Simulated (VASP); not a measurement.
Write the native input for VASP 6.6.1 that does the following.

- Task: single point
- Functional: PBE
- Potentials or basis: VASP PAW PBE potentials, release 64 (Au)
- Cutoff: 520 eV
- k mesh: 18 × 18 × 10
- Occupations: fermi-dirac, width 0.15 eV
- Spin: no spin polarisation
- Dipole correction: no
- Further INCAR settings: ALGO = Fast; EDIFF = 1e-07; NBANDS = 18

The structure of Au lies in POSCAR:

```
Au
1.0
    2.8981883976      0.0000000000      0.0000000000
   -1.4490941988      2.5099047772      0.0000000000
    0.0000000000      0.0000000000      4.8522342681
Au
2
Direct
    0.3333333333      0.6666666667      0.7500000000
    0.6666666667      0.3333333333      0.2500000000
```

This cell differs from its parent crystal: volume scaled by 0.98, then relaxed in part.

The input as run:

INCAR

```
SYSTEM = Au
ALGO = Fast ; EDIFF = 1E-7
ENCUT = 520 ; GGA = PE
ISIF = 2 ; ISMEAR = -1
LASPH = .True. ; LCHARG = .False.
LREAL = .False. ; LWAVE = .False.
NBANDS = 18 ; NELM = 100
PREC = Accurate ; SIGMA = 0.15
```

KPOINTS

```
k-points
0
Gamma
  18 18 10
  0 0 0
```

Potentials or basis: VASP PAW PBE potentials, release 64 (Au).

Run with:

```console
$ cat potpaw_PBE.64/Au/POTCAR > POTCAR
$ mpirun -np 1 vasp_std > vasp.out
```

Results of the run:

- Pressure: 2.7 GPa
- Band gap on the k mesh: zero (band 11 reaches 13.02 eV, above the bottom of band 12 at 6.29 eV)

Caveat: spin-orbit coupling is left out, which moves the levels of the heavy elements.

Wall time 48 s on 1 thread of Intel(R) Xeon(R) 6975P-C (Granite Rapids) (shared host), peak memory 0.23 GiB.
